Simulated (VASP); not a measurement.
# ZnSe (zincblende type) (F-43m) in VASP: notebook

ZnSe (zincblende type) is run at these levels: PBE; tasks: relaxation of cell and atoms.

Everything below comes from runs of VASP 6.6.1. Logs are shortened: lines on timing, memory, paths and dates and some standing lists are left out, and cuts for length are marked.

### Step 1. The cell of the first run

It takes space group F-43m (No. 216, cubic). The conventional cell has a = 5.704 Å, b = 5.704 Å, c = 5.704 Å, α = 90.00°, β = 90.00°, γ = 90.00°. Zn (site symmetry -43m) has 4 Se at 2.47 Å within 3.3 Å. Within 3.3 Å of Se (site symmetry -43m) lie 4 Zn at 2.47 Å.

### Step 2. Relaxation of cell and atoms, PBE, target pressure 0.043 GPa, at which the enthalpy is minimised

The input, INCAR:

```
  PREC = Accurate
  ENCUT = 600
  EDIFF = 1E-7
  ISMEAR = -1
  SIGMA = 0.08
  LREAL = False
  LASPH = True
  NELM = 100
  ALGO = Normal
  ISIF = 3
  LWAVE = False
  LCHARG = False
  GGA = PE
  IBRION = 2
  NSW = 60
  EDIFFG = -0.005
  PSTRESS = 0.42999999999999994
```

The input, KPOINTS:

```
regular mesh
0
Gamma
  12 12 12
```

The input, POSCAR:

```
ZnSe
1.0
    0.0000000000      2.8518371440      2.8518371440
    2.8518371440      0.0000000000      2.8518371440
    2.8518371440      2.8518371440      0.0000000000
Zn Se
1 1
Direct
    0.0000000000      0.0000000000      0.0000000000
    0.2500000000      0.2500000000      0.2500000000
```

Potentials or basis: VASP PAW PBE potentials, release 64 (Zn, Se).

Run with:

```console
> cat potpaw_PBE.64/Zn/POTCAR potpaw_PBE.64/Se/POTCAR > POTCAR
> mpirun -np 1 vasp_std > vasp.out
```

OUTCAR:

```text
PREC = Accurate
   ENCUT = 600
   EDIFF = 1E-7
   ISMEAR = -1
   LREAL = False
   LASPH = True
   NELM = 100
   ISIF = 3
   GGA = PE
   IBRION = 2
   NSW = 60
   EDIFFG = -0.005
   PSTRESS = 0.42999999999999994

 ion  position               nearest neighbor table
   1  0.000  0.000  0.000-   2 2.47   2 2.47   2 2.47   2 2.47
   2  0.250  0.250  0.250-   1 2.47   1 2.47   1 2.47   1 2.47

  LATTYP: Found a face centered cubic cell.
 ALAT       =     5.7036742880

  Lattice vectors:

 A1 = (   0.0000000000,   2.8518371440,   2.8518371440)
 A2 = (   2.8518371440,   0.0000000000,   2.8518371440)
 A3 = (   2.8518371440,   2.8518371440,   0.0000000000)

Analysis of symmetry for initial positions (statically):
=====================================================================
 Subroutine PRICEL returns:
 Original cell was already a primitive cell.

 Routine SETGRP: Setting up the symmetry group for a
 face centered cubic supercell.

 Subroutine GETGRP returns: Found 24 space group operations
 (whereof 24 operations were pure point group operations)
 out of a pool of 48 trial point group operations.

The static configuration has the point symmetry T_d .

Analysis of symmetry for dynamics (positions and initial velocities):
=====================================================================
 Subroutine PRICEL returns:
 Original cell was already a primitive cell.

 Routine SETGRP: Setting up the symmetry group for a
 face centered cubic supercell.

 Subroutine GETGRP returns: Found 24 space group operations
 (whereof 24 operations were pure point group operations)
 out of a pool of 48 trial point group operations.

The dynamic configuration has the point symmetry T_d .

 Subroutine INISYM returns: Found 24 space group operations
 (whereof 24 operations are pure point group operations),
 and found     1 'primitive' translations

----------------------------------------------------------------------------------------

                                     Primitive cell

  volume of cell :      46.3878

  direct lattice vectors                    reciprocal lattice vectors
     0.000000000  2.851837144  2.851837144    -0.175325580  0.175325580  0.175325580
     2.851837144  0.000000000  2.851837144     0.175325580 -0.175325580  0.175325580
     2.851837144  2.851837144  0.000000000     0.175325580  0.175325580 -0.175325580

  length of vectors
     4.033106767  4.033106767  4.033106767     0.303672812  0.303672812  0.303672812

  position of ions in fractional coordinates (direct lattice)
     0.000000000  0.000000000  0.000000000
     0.250000000  0.250000000  0.250000000

  ion indices of the primitive-cell ions
   primitive index   ion index
                 1           1
                 2           2

----------------------------------------------------------------------------------------

 KPOINTS: regular mesh

Automatic generation of k-mesh.
 Grid dimensions read from file:
 generate k-points for:   12   12   12

 Generating k-lattice:

  Cartesian coordinates                     Fractional coordinates (reciprocal lattice)
    -0.014610465  0.014610465  0.014610465     0.083333333  0.000000000  0.000000000
     0.014610465 -0.014610465  0.014610465     0.000000000  0.083333333  0.000000000
     0.014610465  0.014610465 -0.014610465     0.000000000  0.000000000  0.083333333

  Length of vectors
     0.025306068  0.025306068  0.025306068

  Shift w.r.t. Gamma in fractional coordinates (k-lattice)
     0.000000000  0.000000000  0.000000000

 Subroutine IBZKPT returns following result:
 ===========================================

 Found     72 irreducible k-points:

 Following reciprocal coordinates:
            Coordinates               Weight
  0.000000  0.000000  0.000000      1.000000
  0.083333  0.000000  0.000000      8.000000
  0.166667  0.000000  0.000000      8.000000
  0.250000  0.000000  0.000000      8.000000
  0.333333  0.000000  0.000000      8.000000
  0.416667  0.000000  0.000000      8.000000
[... 16 lines left out ...]
  0.500000  0.166667  0.000000     24.000000
 -0.416667  0.166667  0.000000     24.000000
 [... further k-points ...]
   k-points           NKPTS =     72   k-points in BZ     NKDIM =     72   number of bands    NBANDS=     13
   number of dos      NEDOS =    301   number of ions     NIONS =      2
   total plane-waves  NPLWV =  32768
   dimension x,y,z NGX =    32 NGY =   32 NGZ =   32
   dimension x,y,z NGXF=    64 NGYF=   64 NGZF=   64
   ions per type =               1   1
   NGX,Y,Z   is equivalent  to a cutoff of  13.19, 13.19, 13.19 a.u.
   NGXF,Y,Z  is equivalent  to a cutoff of  26.38, 26.38, 26.38 a.u.
 SYSTEM =  unknown system
   PREC   = accura    normal or accurate (medium, high low for compatibility)
   ISTART =      0    job   : 0-new  1-cont  2-samecut
   ICHARG =      2    charge: 1-file 2-atom 10-const
   ISPIN  =      1    spin polarized calculation?
   LNONCOLLINEAR =      F non collinear calculations
   LSORBIT =      F    spin-orbit coupling
   LASPH  =      T    aspherical Exc in radial PAW
   ENCUT  =  600.0 eV  44.10 Ry    6.64 a.u.   8.06  8.06  8.06*2*pi/ulx,y,z
   NELM   =    100;   NELMIN=  2; NELMDL= -5     # of ELM steps
   EDIFF  = 0.1E-06   stopping-criterion for ELM
   LREAL  =      F    real-space projection
   EDIFFG = -.5E-02   stopping-criterion for IOM
   NSW    =     60    number of steps for IOM
   IBRION =      2    ionic relax: 0-MD 1-quasi-New 2-CG
   NFREE  =      1    steps in history (QN), initial steepest desc. (CG)
   ISIF   =      3    stress and relaxation
   ISYM   =      2    0-nonsym 1-usesym 2-fastsym
   POTIM  = 0.5000    time-step for ionic-motion
   TEBEG  =    0.0;   TEEND  =   0.0 temperature during run
   PSTRESS=    0.4 pullay stress
   NELECT =      18.0000    total number of electrons
   NUPDOWN=      -1.0000    fix difference up-down
   EMIN   =  10.00;   EMAX   =-10.00  energy-range for DOS
   EFERMI =   0.00;   METHOD = LEGACY
   ISMEAR =    -1;   SIGMA  =   0.08  broadening in eV -4-tet -1-fermi 0-gaus
   EFERMI_NEDOS =   21; number of points for ismear=-14 and -15
   IALGO  =     38    algorithm
   IMIX   =      4    mixing-type and parameters
     AMIX     =   0.40;   BMIX     =  1.00
     AMIX_MAG =   1.60;   BMIX_MAG =  1.00
  volume/ion in A,a.u.               =      23.19       156.52
  Fermi-wavevector in a.u.,A,eV,Ry     =   1.194073  2.256471 19.399333  1.425811
  Thomas-Fermi vector in A             =   2.330072
   LORBIT       =      0    0 simple, 1 ext, 2 COOP (PROOUT), +10 PAW based schemes
   GGA     = PE    functional components
   LHFCALC =     F    Hartree Fock is set to
   AEXX    =    0.0000 exact exchange contribution
   IVDW    =     0    specifies the selected vdW correction
   LEPSILON=     F    determine dielectric tensor
   LRPA    =     F    only Hartree local field effects (RPA)
 conjugate gradient relaxation of ions
 non-spin polarized calculation
  energy-cutoff  :      600.00
  volume of cell :       46.39
 maximum number of plane-waves:      1572
   NGX = 17   NGY = 17   NGZ = 17

--------------------------------------- Ionic step        1  -------------------------------------------

 number of electron      18.0000005 magnetization

 Free energy of the ion-electron system (eV)
  ---------------------------------------------------
  ext. energy  EPLUGINS =         0.00000000
  ---------------------------------------------------
  free energy    TOTEN  =        -6.03006342 eV

  energy without entropy =       -6.03005971  energy(sigma->0) =       -6.03006157

------------------------ aborting loop because EDIFF is reached ----------------------------------------

  FORCE on cell =-STRESS in cart. coord.  units (eV):
  Direction    XX          YY          ZZ          XY          YZ          ZX
  --------------------------------------------------------------------------------------
  -------------------------------------------------------------------------------------
  Total        0.3220638      0.3220638      0.3220638      0.0000000      0.0000000      0.0000000
  in kB       11.1236768     11.1236768     11.1236768      0.0000000      0.0000000      0.0000000
  external PRESSURE =      10.6936768 kB  Pullay stress =       0.4300000 kB
[... 61 lines left out ...]
  enthalpy is  TOTEN    =        -6.0201284947 eV   P V=        0.0127308149

--------------------------------------- Ionic step        3  -------------------------------------------

 number of electron      18.0000014 magnetization

 Free energy of the ion-electron system (eV)
  ---------------------------------------------------
  ext. energy  EPLUGINS =         0.00000000
  ---------------------------------------------------
  free energy    TOTEN  =        -6.03297457 eV

  energy without entropy =       -6.03296898  energy(sigma->0) =       -6.03297178

 E-fermi :   1.9943     XC(G=0):  -9.1550

 val. band max:        1.3040961040   @ k =   0.0000   0.0000   0.0000
 cond. band min:       2.4485497713   @ k =   0.0000   0.0000   0.0000
 fundamental gap:      1.1444536673
 Fermi energy:         1.9942530860

 k-point     1 :       0.0000    0.0000    0.0000
  band No.  band energies     occupation
      1     -11.7262      2.00000
      2      -5.1147      2.00000
      3      -5.1147      2.00000
      4      -5.1147      2.00000
      5      -4.7775      2.00000
      6      -4.7775      2.00000
      7       1.3041      1.99964
      8       1.3041      1.99964
      9       1.3041      1.99964
     10       2.4485      0.00681
     11       7.1148      0.00000
     12       7.1148      0.00000
     13       7.1148      0.00000
[... 353 lines left out ...]
 k-point    24 :      -0.4167    0.1667    0.0000
  band No.  band energies     occupation
      1     -10.9278      2.00000
      2      -5.0256      2.00000
      3      -5.0017      2.00000
      4      -4.7924      2.00000
      5      -4.7675      2.00000
      6      -4.6169      2.00000
      7      -3.4580      2.00000
      8      -0.6483      2.00000
      9       0.2507      2.00000
     10       4.8940      0.00000
     11       7.1651      0.00000
     12       8.4185      0.00000
     13       9.6156      0.00000

 [... further k-points ...]
[... 5 lines left out ...]
  --------------------------------------------------------------------------------------
  -------------------------------------------------------------------------------------
  Total        0.0144215      0.0144215      0.0144215      0.0000000      0.0000000      0.0000000
  in kB        0.4893521      0.4893521      0.4893521      0.0000000      0.0000000      0.0000000
  external PRESSURE =       0.0593521 kB  Pullay stress =       0.4300000 kB
[... 17 lines left out ...]
  FREE ENERGIE OF THE ION-ELECTRON SYSTEM (eV)
  ---------------------------------------------------
  free  energy   TOTEN  =        -6.0329745734 eV

  energy  without entropy=       -6.0329689781  energy(sigma->0) =       -6.03297178

  enthalpy is  TOTEN    =        -6.0203021991 eV   P V=        0.0126723743

 reached required accuracy - stopping structural energy minimisation
```

Wall time 79 s (1 thread of AMD EPYC 7R43 (Zen 3), shared host); peak memory 0.19 GiB.

What came out:

- Free energy: -6.0330 eV
- Relaxed volume: 23.61 Å³/atom
- Relaxed cell: a = 4.057 Å, b = 4.057 Å, c = 4.057 Å, α = 60.00°, β = 60.00°, γ = 60.00°
- Space group after relaxing (to 0.1 Å): F-43m (No. 216)
- Energy change on relaxing (the run minimises the enthalpy): -1.5 meV/atom
- Ionic steps: 3
- Pressure after relaxing: 0.0 GPa
- Band gap on the k mesh: 1.14 eV

The path:
| step | energy change (eV) | largest force (eV/Å) | pressure (GPa) | volume (Å³) |
| --- | --- | --- | --- | --- |
| 1 | 0.0000 | 0.0000 | 1.11 | 46.39 |
| 2 | -0.0028 | 0.0000 | -0.21 | 47.43 |
| 3 | -0.0029 | 0.0000 | 0.05 | 47.22 |

Final structure:
```
Zn Se
1.0
     0.00000    2.86873    2.86873
     2.86873    0.00000    2.86873
     2.86873    2.86873    0.00000
Zn Se
1 1
Direct
  0.00000 0.00000 0.00000
  0.25000 0.25000 0.25000
```

Caveat: the cell is relaxed towards a set pressure, so the run minimises the enthalpy, not the energy.

### Step 3. Relaxation of cell and atoms, PBE, target pressure 0.043 GPa, at which the enthalpy is minimised

This run uses another cell than the first one, of 23.53 Å³/atom.

The input, INCAR:

```
PREC = Accurate ; ENCUT = 600
EDIFF = 1E-7 ; ISMEAR = -1
SIGMA = 0.08 ; LREAL = F
LASPH = T ; NELM = 80
ALGO = Normal ; ISIF = 3
LWAVE = F ; LCHARG = F
GGA = PE ; IBRION = 2
NSW = 32 ; EDIFFG = -0.005
PSTRESS = 0.42999999999999994
```

The input, KPOINTS:

```
Automatic mesh
0
Gamma
  12 12 12
```

The input, POSCAR:

```
ZnSe
1.0
    0.0000000000      2.8656182259      2.8656182259
    2.8656182259      0.0000000000      2.8656182259
    2.8656182259      2.8656182259      0.0000000000
Zn Se
1 1
Direct
    0.0000000000      0.0000000000      0.0000000000
    0.2500000000      0.2500000000      0.2500000000
```

Potentials or basis: VASP PAW PBE potentials, release 64 (Zn, Se).

Run with:

```console
> cat potpaw_PBE.64/Zn/POTCAR potpaw_PBE.64/Se/POTCAR > POTCAR
> mpirun -np 1 vasp_std > vasp.out
```

It took 72 s on 1 thread of AMD EPYC 7R43 (Zen 3), shared host; peak memory 0.19 GiB.

The run converged. Its results:

| Item | Value |
| --- | --- |
| Free energy | -6.0331 eV |
| Relaxed volume | 23.61 Å³/atom |
| Relaxed cell | a = 4.057 Å, b = 4.057 Å, c = 4.057 Å, α = 60.00°, β = 60.00°, γ = 60.00° |
| Space group after relaxing (to 0.1 Å) | F-43m (No. 216) |
| Energy change on relaxing (the run minimises the enthalpy) | -0.1 meV/atom |
| Ionic steps | 3 |
| Pressure after relaxing | 0.0 GPa |
| Band gap on the k mesh | 1.14 eV |

Step by step:
```tsv
step	energy change (eV)	largest force (eV/Å)	pressure (GPa)	volume (Å³)
1	0.0000	0.0000	0.25	47.06
2	-0.0001	0.0000	-0.01	47.27
3	-0.0001	0.0000	0.04	47.21
```

Final structure:
```
Zn Se
1.0
     0.00000    2.86868    2.86868
     2.86868    0.00000    2.86868
     2.86868    2.86868    0.00000
Zn Se
1 1
Direct
  0.00000 0.00000 0.00000
  0.25000 0.25000 0.25000
```

Levels at points of the mesh, in eV from the valence-band top:
```csv
k point,band 7,band 8,band 9,band 10,band 11,band 12
"(0.00, 0.00, 0.00)",0.00,0.00,0.00,1.14,5.81,5.81
"(0.50, 0.00, 0.00)",-5.00,-0.82,-0.82,2.48,6.39,6.39
"(0.50, 0.50, 0.00)",-4.59,-2.06,-2.06,3.07,3.46,10.48
```

Caveat: the cell is relaxed towards a set pressure, so the run minimises the enthalpy, not the energy.
